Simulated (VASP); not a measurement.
# AlN: single point with PBE

The system is AlN.

```
Al N
1.0
     0.00000    2.22049    2.18488
     2.18488    0.00000    2.18488
     2.18488    2.22049    0.00000
Al N
1 1
Cartesian
  0.0000 0.0000 0.0000
  3.2773 3.3307 3.2773
```

This cell differs from its parent crystal: uniaxial y strain +1.6%.

```yaml
Program: VASP 6.6.1
Task: single point
Functional: PBE
Potentials_or_basis: VASP PAW PBE potentials, release 64 (Al, N)
Cutoff: 520 eV
k_mesh: 6 × 6 × 6
Occupations: gaussian, width 0.01 eV
Spin: no spin polarisation
```

```
Pressure               : 1.0 GPa
Band gap on the k mesh : 3.26 eV, indirect (least direct gap 4.02 eV)
```

Stress tensor (GPa, compression positive):
```
 1.75  0.00  0.00
 0.00 -0.51  0.00
 0.00  0.00  1.75
```

Levels at points of the mesh, in eV from the valence-band top:
```csv
k point,band 1,band 2,band 3,band 4,band 5,band 6,band 7,band 8
"(0.00, 0.00, 0.00)",-14.90,-0.07,0.00,0.00,4.02,12.36,12.36,12.38
"(0.50, 0.00, 0.00)",-12.91,-5.81,-0.57,-0.43,7.19,9.72,10.88,11.16
"(0.50, 0.50, 0.00)",-12.27,-4.82,-1.83,-1.82,3.26,8.40,13.79,15.21
"(0.50, 0.00, 0.50)",-12.33,-4.98,-1.69,-1.69,3.33,8.65,13.51,15.58
```

Wall time 15 s on 1 thread of AMD EPYC 7R13, on a shared host, peak memory 0.1 GiB.

Caveat: the cell differs from its parent crystal (uniaxial y strain +1.6%). A k mesh can miss the band edges.
